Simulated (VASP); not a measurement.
A run of VASP 6.6.1 is set up as follows.

INCAR

```
  ALGO = Normal
  EDIFF = 1E-8
  ENCUT = 520
  ISIF = 2
  ISMEAR = -1
  LASPH = True
  LCHARG = False
  LEFG = True
  LREAL = False
  LWAVE = False
  NBANDS = 11
  NELM = 80
  PREC = Accurate
  SIGMA = 0.08
```

File KPOINTS:

```
k-points
0
Gamma
  20 20 20
```

File POSCAR:

```
C
1.0
    0.0000000000      1.7298980000      1.7834000000
    1.7298980000      0.0000000000      1.7834000000
    1.7298980000      1.7298980000      0.0000000000
C
2
Direct
    0.5000000000      0.5000000000      0.5000000000
    0.7500000000      0.7500000000      0.7500000000
```

Potentials or basis: VASP PAW LDA potentials, release 64 (C).

Launch:

```bash
$ cat potpaw_LDA.64/C/POTCAR > POTCAR
$ mpirun -np 1 vasp_std > vasp.out
```

Problem. What does it give for the band gap on the k mesh?

Solution. 3.85 eV (least direct gap 5.43 eV).

Problem. What does it give for the pressure?

Solution. 17.3 GPa.

Stress tensor (GPa, compression positive):
```
27.60  0.00  0.00
 0.00 27.60  0.00
 0.00  0.00 -3.37
```

Caveat: the cell differs from its parent crystal (equal xx and yy strain of -3 %); the cell stands under pressure; without QUAD_EFG the Cq values of the log hold for a quadrupole moment of 1 mb, not for the nuclei. A k mesh can miss the band edges.
